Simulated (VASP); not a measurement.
# Ho (Im-3m) in VASP: settings compared, part 2 of 2

VASP 6.6.1. Earlier steps stand in the parts before.

**3. Single point, PBEsol, collinear spin, ferromagnetic start**

The input, INCAR:

```
PREC = Accurate
ENCUT = 600
EDIFF = 1E-6
ISMEAR = -1
SIGMA = 0.1
LREAL = False
LASPH = True
NELM = 200
ALGO = Normal
ISIF = 2
LWAVE = False
LCHARG = False
ISPIN = 2
MAGMOM = 4
LORBIT = 11
LMAXMIX = 6
GGA = PS
NBANDS = 20
GGA_COMPAT = False
```

The input, KPOINTS:

```
Automatic mesh
0
Gamma
  5 5 5
```

The input, POSCAR:

```
Ho
1.0
   -1.9905175100      1.9905175100      1.9905175100
    1.9905175100     -1.9905175100      1.9905175100
    1.9905175100      1.9905175100     -1.9905175100
Ho
1
Direct
    0.0000000000      0.0000000000      0.0000000000
```

Potentials or basis: VASP PAW PBE potentials, release 64 (Ho).

Started as:

```sh
$ cat potpaw_PBE.64/Ho/POTCAR > POTCAR
$ mpirun -np 1 vasp_std > vasp.out
```

OUTCAR:

```text
PREC = Accurate
   ENCUT = 600
   EDIFF = 1E-6
   ISMEAR = -1
   LREAL = False
   LASPH = True
   NELM = 200
   ISIF = 2
   ISPIN = 2
   LORBIT = 11
   GGA = PS

 ion  position               nearest neighbor table
   1  0.000  0.000  0.000-

  LATTYP: Found a body centered cubic cell.
 ALAT       =     3.9810350200

  Lattice vectors:

 A1 = (  -1.9905175100,   1.9905175100,   1.9905175100)
 A2 = (   1.9905175100,  -1.9905175100,   1.9905175100)
 A3 = (   1.9905175100,   1.9905175100,  -1.9905175100)

Analysis of symmetry for initial positions (statically):
=====================================================================
 Subroutine PRICEL returns:
 Original cell was already a primitive cell.

 Routine SETGRP: Setting up the symmetry group for a
 body centered cubic supercell.

 Subroutine GETGRP returns: Found 48 space group operations
 (whereof 48 operations were pure point group operations)
 out of a pool of 48 trial point group operations.

The static configuration has the point symmetry O_h .

Analysis of symmetry for dynamics (positions and initial velocities):
=====================================================================
 Subroutine PRICEL returns:
 Original cell was already a primitive cell.

 Routine SETGRP: Setting up the symmetry group for a
 body centered cubic supercell.

 Subroutine GETGRP returns: Found 48 space group operations
 (whereof 48 operations were pure point group operations)
 out of a pool of 48 trial point group operations.

The dynamic configuration has the point symmetry O_h .

Analysis of structural, dynamic, and magnetic symmetry:
=====================================================================
 Subroutine PRICEL returns:
 Original cell was already a primitive cell.

 Routine SETGRP: Setting up the symmetry group for a
 body centered cubic supercell.

 Subroutine GETGRP returns: Found 48 space group operations
 (whereof 48 operations were pure point group operations)
 out of a pool of 48 trial point group operations.

The overall configuration has the point symmetry O_h .

 Subroutine INISYM returns: Found 48 space group operations
 (whereof 48 operations are pure point group operations),
 and found     1 'primitive' translations

----------------------------------------------------------------------------------------

                                     Primitive cell

  volume of cell :      31.5470

  direct lattice vectors                    reciprocal lattice vectors
    -1.990517510  1.990517510  1.990517510     0.000000000  0.251190958  0.251190958
     1.990517510 -1.990517510  1.990517510     0.251190958  0.000000000  0.251190958
     1.990517510  1.990517510 -1.990517510     0.251190958  0.251190958  0.000000000

  length of vectors
     3.447677461  3.447677461  3.447677461     0.355237659  0.355237659  0.355237659

  position of ions in fractional coordinates (direct lattice)
     0.000000000  0.000000000  0.000000000

  ion indices of the primitive-cell ions
   primitive index   ion index
                 1           1

[... 36 lines left out ...]
 -0.400000 -0.400000  0.200000      8.000000
 -0.400000  0.400000  0.400000      6.000000
   k-points           NKPTS =     10   k-points in BZ     NKDIM =     10   number of bands    NBANDS=     20
   number of dos      NEDOS =    301   number of ions     NIONS =      1
   total plane-waves  NPLWV =  21952
   dimension x,y,z NGX =    28 NGY =   28 NGZ =   28
   dimension x,y,z NGXF=    56 NGYF=   56 NGZF=   56
   ions per type =               1
   NGX,Y,Z   is equivalent  to a cutoff of  13.50, 13.50, 13.50 a.u.
   NGXF,Y,Z  is equivalent  to a cutoff of  27.00, 27.00, 27.00 a.u.
 SYSTEM =  unknown system
   PREC   = accura    normal or accurate (medium, high low for compatibility)
   ISTART =      0    job   : 0-new  1-cont  2-samecut
   ICHARG =      2    charge: 1-file 2-atom 10-const
   ISPIN  =      2    spin polarized calculation?
   LNONCOLLINEAR =      F non collinear calculations
   LSORBIT =      F    spin-orbit coupling
   LASPH  =      T    aspherical Exc in radial PAW
   ENCUT  =  600.0 eV  44.10 Ry    6.64 a.u.   6.89  6.89  6.89*2*pi/ulx,y,z
   NELM   =    200;   NELMIN=  2; NELMDL= -5     # of ELM steps
   EDIFF  = 0.1E-05   stopping-criterion for ELM
   LREAL  =      F    real-space projection
   EDIFFG = 0.1E-04   stopping-criterion for IOM
   NSW    =      0    number of steps for IOM
   IBRION =     -1    ionic relax: 0-MD 1-quasi-New 2-CG
   NFREE  =      0    steps in history (QN), initial steepest desc. (CG)
   ISIF   =      2    stress and relaxation
   ISYM   =      2    0-nonsym 1-usesym 2-fastsym
   POTIM  = 0.5000    time-step for ionic-motion
   TEBEG  =    0.0;   TEEND  =   0.0 temperature during run
   PSTRESS=    0.0 pullay stress
   NELECT =      21.0000    total number of electrons
   NUPDOWN=      -1.0000    fix difference up-down
   EMIN   =  10.00;   EMAX   =-10.00  energy-range for DOS
   EFERMI =   0.00;   METHOD = LEGACY
   ISMEAR =    -1;   SIGMA  =   0.10  broadening in eV -4-tet -1-fermi 0-gaus
   EFERMI_NEDOS =   21; number of points for ismear=-14 and -15
   IALGO  =     38    algorithm
   IMIX   =      4    mixing-type and parameters
     AMIX     =   0.40;   BMIX     =  1.00
     AMIX_MAG =   1.60;   BMIX_MAG =  1.00
  volume/ion in A,a.u.               =      31.55       212.89
  Fermi-wavevector in a.u.,A,eV,Ry     =   1.429427  2.701225 27.800255  2.043261
  Thomas-Fermi vector in A             =   2.549382
   LORBIT       =     11    0 simple, 1 ext, 2 COOP (PROOUT), +10 PAW based schemes
   GGA     = PS    functional components
   LHFCALC =     F    Hartree Fock is set to
   AEXX    =    0.0000 exact exchange contribution
   IVDW    =     0    specifies the selected vdW correction
   LEPSILON=     F    determine dielectric tensor
   LRPA    =     F    only Hartree local field effects (RPA)
 spin polarized calculation
  energy-cutoff  :      600.00
  volume of cell :       31.55
 maximum number of plane-waves:      1060
   NGX = 13   NGY = 13   NGZ = 13

 number of electron      20.9999996 magnetization       3.5264573

 Free energy of the ion-electron system (eV)
  ---------------------------------------------------
  ext. energy  EPLUGINS =         0.00000000
  ---------------------------------------------------
  free energy    TOTEN  =        -6.66986135 eV

  energy without entropy =       -6.46366213  energy(sigma->0) =       -6.56676174

 E-fermi :   2.5704     XC(G=0): -10.2319

 val. band max:        2.4703867948   @ k =  -0.4000  -0.4000   0.2000
 cond. band min:       2.5911328517   @ k =  -0.4000   0.4000   0.2000
 fundamental gap:      0.1207460569
 Fermi energy:         2.5703590519

 spin component 1

 k-point     1 :       0.0000    0.0000    0.0000
  band No.  band energies     occupation
      1     -45.7763      1.00000
      2     -20.4421      1.00000
      3     -20.4421      1.00000
      4     -20.4421      1.00000
      5      -2.7663      1.00000
      6      -0.5092      1.00000
[... 206 lines left out ...]
      6      -0.5132      1.00000
[... 12 lines left out ...]
     19      11.7556      0.00000
     20      14.4760      0.00000
 Fermi energy:         2.5703590519

 spin component 2

 k-point     1 :       0.0000    0.0000    0.0000
  band No.  band energies     occupation
      1     -44.2410      1.00000
      2     -19.3239      1.00000
      3     -19.3239      1.00000
      4     -19.3239      1.00000
      5      -2.6048      1.00000
      6       1.9524      0.99793
[... 219 lines left out ...]
     19      12.2058      0.00000
     20      14.8805      0.00000

------------------------ aborting loop because EDIFF is reached ----------------------------------------

  FORCE on cell =-STRESS in cart. coord.  units (eV):
  Direction    XX          YY          ZZ          XY          YZ          ZX
  --------------------------------------------------------------------------------------
  -------------------------------------------------------------------------------------
  Total        0.0271407      0.0271407      0.0271407     -0.0000000     -0.0000000      0.0000000
  in kB        1.3783937      1.3783937      1.3783937     -0.0000000     -0.0000000      0.0000000
  external PRESSURE =       1.3783937 kB  Pullay stress =       0.0000000 kB

 VOLUME and BASIS-vectors are now :
 -----------------------------------------------------------------------------
  energy-cutoff  :      600.00
  volume of cell :       31.55
      direct lattice vectors                 reciprocal lattice vectors
    -1.990517510  1.990517510  1.990517510     0.000000000  0.251190958  0.251190958
     1.990517510 -1.990517510  1.990517510     0.251190958  0.000000000  0.251190958
     1.990517510  1.990517510 -1.990517510     0.251190958  0.251190958  0.000000000

 POSITION                                       TOTAL-FORCE (eV/Angst)
 -----------------------------------------------------------------------------------
      0.00000      0.00000      0.00000         0.000000      0.000000     -0.000000
 -----------------------------------------------------------------------------------
    total drift:                               -0.000000     -0.000000     -0.000000

  FREE ENERGIE OF THE ION-ELECTRON SYSTEM (eV)
  ---------------------------------------------------
  free  energy   TOTEN  =        -6.6698613525 eV

  energy  without entropy=       -6.4636621265  energy(sigma->0) =       -6.56676174

 total charge

# of ion       s       p       d       f       tot
--------------------------------------------------
    1        2.123   5.700   0.403  10.322  18.548

 magnetization (x)

# of ion       s       p       d       f       tot
--------------------------------------------------
    1        0.003  -0.024   0.025   3.459   3.463
```

OSZICAR:

```text
N       E                     dE             d eps       ncg     rms          rms(c)
DAV:   1     0.118816328112E+03    0.11882E+03   -0.79975E+03  1016   0.615E+03
DAV:   2     0.102739612710E+02   -0.10854E+03   -0.99998E+02   996   0.455E+02
[... 22 lines left out ...]
DAV:  25    -0.666994408960E+01   -0.11063E-03   -0.53763E-05  1320   0.131E-01    0.129E+00
DAV:  26    -0.666979068824E+01    0.15340E-03   -0.10417E-04  1080   0.191E-01    0.952E-01
DAV:  27    -0.666983666502E+01   -0.45977E-04   -0.18031E-04  1156   0.342E-01    0.288E-01
DAV:  28    -0.666985021870E+01   -0.13554E-04   -0.11226E-04  1164   0.175E-01    0.107E-01
DAV:  29    -0.666986579855E+01   -0.15580E-04   -0.42293E-05  1276   0.127E-01    0.235E-01
DAV:  30    -0.666986078028E+01    0.50183E-05   -0.23675E-05  1088   0.112E-01    0.682E-02
DAV:  31    -0.666986135247E+01   -0.57218E-06   -0.85259E-06   904   0.501E-02
   1 F= -.66698614E+01 E0= -.65667617E+01  d E =-.206199E+00  mag=     3.5252
```

Wall time 25 s (1 thread of Intel Xeon 6975P-C (Granite Rapids), shared host); peak memory 0.18 GiB.

Results:

* Free energy: -6.6699 eV
* Pressure: 0.1 GPa
* Net moment: 3.53 μB per cell
* Site moments: Ho +3.46 μB
* Valence electrons inside the program's atomic spheres: Ho 18.55

Levels at points of the mesh, in eV from the Fermi level:
Spin up:
| k point | band 10 | band 11 | band 12 | band 13 | band 14 | band 15 |
| --- | --- | --- | --- | --- | --- | --- |
| (0.00, 0.00, 0.00) | -2.46 | -2.46 | -2.46 | 2.14 | 2.14 | 2.14 |
Spin down:
```csv
k point,band 5,band 6,band 7,band 8,band 9,band 10,band 11,band 12
"(0.00, 0.00, 0.00)",-5.18,-0.62,-0.62,-0.62,0.23,0.23,0.23,0.64
```

Caveat: the k points lie up to 0.45 Å⁻¹ apart; the magnetic or orbital state may not be the lowest; the PAW data sets were made with another functional, which shifts forces and pressure a little; spin-orbit coupling is left out, which moves the levels of the heavy elements; semilocal functionals describe open f shells poorly, which spoils levels, moments and volumes. The state reached can hang on the start; a lower one may exist.
